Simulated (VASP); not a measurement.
Input of a VASP 6.6.1 run:

INCAR

```
SYSTEM = TeW
  PREC = Accurate
  ENCUT = 520
  EDIFF = 1E-7
  ISMEAR = 0
  SIGMA = 0.1
  LREAL = .FALSE.
  LASPH = .TRUE.
  NELM = 150
  ALGO = Normal
  ISIF = 2
  LWAVE = .FALSE.
  LCHARG = .FALSE.
  ISPIN = 2
  MAGMOM = 2.5 0
  LORBIT = 11
  LMAXMIX = 4
  GGA = PS
  NBANDS = 21
```

Contents of KPOINTS:

```
Automatic mesh
0
G
  14 14 14
  0 0 0
```

Contents of POSCAR:

```
TeW
1.0
    0.0000000000      2.7828287133      2.7828287133
    2.7828287133      0.0000000000      2.7828287133
    2.7828287133      2.7828287133      0.0000000000
W Te
1 1
Direct
    0.0000000000      0.0000000000      0.0000000000
    0.5000000000      0.5000000000      0.5000000000
```

Potentials or basis: VASP PAW PBE potentials, release 64 (W_sv, Te).

Command:

```bash
$ cat potpaw_PBE.64/W_sv/POTCAR potpaw_PBE.64/Te/POTCAR > POTCAR
$ mpirun -np 1 vasp_std > vasp.out
```

**Question.** What does it give for the site moments?

**Answer.** W +1.50; Te -0.01 μB.

**Question.** What does it give for the pressure?

**Answer.** 0.2 GPa.

**Question.** What does it give for the net moment?

**Answer.** 1.89 μB per cell.

Caveat: the PAW data sets were made with another functional, which shifts forces and pressure a little.
